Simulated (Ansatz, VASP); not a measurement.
# Two plane-wave programs on MgF2

```
Mg F
1.0
     4.52958    0.00000    0.00000
     0.00000    4.52958    0.00000
     0.00000    0.00000    2.98519
Mg F
2 4
Direct
  0.00000 0.00000 0.00000
  0.50000 0.50000 0.50000
  0.30188 0.30188 0.00000
  0.19812 0.80188 0.50000
  0.80188 0.19812 0.50000
  0.69812 0.69812 0.00000
```

Change from the starting cell: hydrostatic strain -2.0%.

Alike in both runs: task single point; functional HSE06; k mesh 4 × 4 × 6; no spin polarisation.

```csv
,VASP,Ansatz
version,VASP 6.6.1,Ansatz 0.2.0
potentials or method,"VASP PAW PBE potentials, release 64 (Mg, F)","plane waves, PAW"
plane-wave cutoff (eV),520,420
occupations,"gaussian, width 0.01 eV",fixed
valence electrons in the cell,32,48
```

|  | VASP | Ansatz | Ansatz less VASP |
| --- | --- | --- | --- |
| gap on the k mesh at the Fermi level (eV) | 9.86 | 9.93 | +0.062 |
| pressure (GPa) | 8.1 | 8.4 | +0.29 |
| traceless stress, the component that is largest in VASP (GPa) | 0.43 | 0.41 | -0.016 |
| rms of the force components (eV/Å) | 0.008 | 0.010 | +0.0025 |

Atom by atom the forces differ by 0.002 eV/Å (rms over components). VASP's potentials hold 32 valence electrons a cell and Ansatz's 48, so a difference there can come from the potentials and not from the codes. Ansatz's warnings: stress exchange threshold loose, stress scf threshold loose.
